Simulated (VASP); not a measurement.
Write the native input for VASP 6.6.1 that does the following.

| Quantity | Value |
| --- | --- |
| Task | single point |
| Functional | PBE |
| Potentials or basis | VASP PAW PBE potentials, release 64 (Nb_sv, B, N) |
| Cutoff | 520 eV |
| k mesh | 6 × 6 × 6 |
| Occupations | gaussian, width 0.1 eV |
| Spin | no spin polarisation |
| Dipole correction | no |
| Further INCAR settings | ALGO = Normal; EDIFF = 1e-06; NBANDS = 35 |

The structure of Nb3BN2 lies in POSCAR:

```
Nb3BN2
1.0
    5.2799909900      0.0000000000      0.0000000000
   -2.6399954900      4.5726063300      0.0000000000
    0.0000000000      0.0000000000      3.0380102100
Nb B N
3 1 2
Direct
    0.0000000000      0.5000000000      0.0000000000
    0.5000000000      0.0000000000      0.0000000000
    0.5000000000      0.5000000000      0.0000000000
    0.0000000000      0.0000000000      0.5000000000
    0.3333333300      0.6666666700      0.5000000000
    0.6666666700      0.3333333300      0.5000000000
```

The cell was built from a structure type or drawn by symmetry, and may not be a known phase.

These files were run (other wordings do the same):

INCAR

```
  ALGO = Normal
  EDIFF = 1E-6
  ENCUT = 520
  GGA = PE
  ISIF = 2
  ISMEAR = 0
  LASPH = True
  LCHARG = False
  LREAL = False
  LWAVE = False
  NBANDS = 35
  NELM = 100
  PREC = Accurate
  SIGMA = 0.1
```

KPOINTS

```
k-points
0
Gamma
  6 6 6
```

Potentials or basis: VASP PAW PBE potentials, release 64 (Nb_sv, B, N).

Command:

```console
$ cat potpaw_PBE.64/Nb_sv/POTCAR potpaw_PBE.64/B/POTCAR potpaw_PBE.64/N/POTCAR > POTCAR
$ mpirun -np 1 vasp_std > vasp.out
```

It gave:

```
Pressure               : 15.7 GPa
Band gap on the k mesh : zero (bands 26 and 27 overlap by 0.73 eV)
```

Caveat: the cell stands under pressure.

It took 68 s on 1 thread of Intel(R) Xeon(R) Platinum 8259CL CPU @ 2.50GHz (Skylake/Cascade Lake), with other jobs on the host, peak memory 0.22 GiB.
